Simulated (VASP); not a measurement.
Set up this calculation in VASP 6.6.1, as the native input.

| Property | Result |
| --- | --- |
| Task | single point |
| Functional | PBEsol |
| Potentials or basis | VASP PAW PBE potentials, release 64 (C) |
| Cutoff | 520 eV |
| k mesh | 17 × 17 × 17 |
| Occupations | fermi-dirac, width 0.03 eV |
| Spin | no spin polarisation |
| Dipole correction | no |
| Further INCAR settings | ALGO = Normal; EDIFF = 1e-06; NBANDS = 11 |

The structure of C lies in POSCAR:

```
C
1.0
    1.2239192043      0.7066300820      3.3358167396
   -1.2239192043      0.7066300820      3.3358167396
    0.0000000000     -1.4132601641      3.3358167396
C
2
Direct
    0.1640000000      0.1640000000      0.1640000000
    0.8360000000      0.8360000000      0.8360000000
```

The input as run:

INCAR

```
SYSTEM = C
PREC = Accurate
ENCUT = 520
EDIFF = 1E-6
ISMEAR = -1
SIGMA = 0.03
LREAL = .False.
LASPH = .True.
NELM = 100
ALGO = Normal
ISIF = 2
LWAVE = .False.
LCHARG = .False.
GGA = PS
NBANDS = 11
```

KPOINTS

```
regular mesh
0
Gamma
  17 17 17
  0 0 0
```

Potentials or basis: VASP PAW PBE potentials, release 64 (C).

Run with:

```console
$ cat potpaw_PBE.64/C/POTCAR > POTCAR
$ mpirun -np 1 vasp_std > vasp.out
```

It gave:

- Pressure: 4.8 GPa
- Largest force: 0.864 eV/Å

Caveat: the stress differs along the axes, from 1 to 7 GPa; this functional lacks dispersion, which binds layers or chains, so the pressure and a relaxed spacing across them are unreliable; the PAW data sets were made with another functional, which shifts forces and pressure a little.

Run time: 90 s on 1 thread of AMD EPYC 7R13 Processor (Zen 3), with other jobs on the host, peak memory 0.18 GiB.
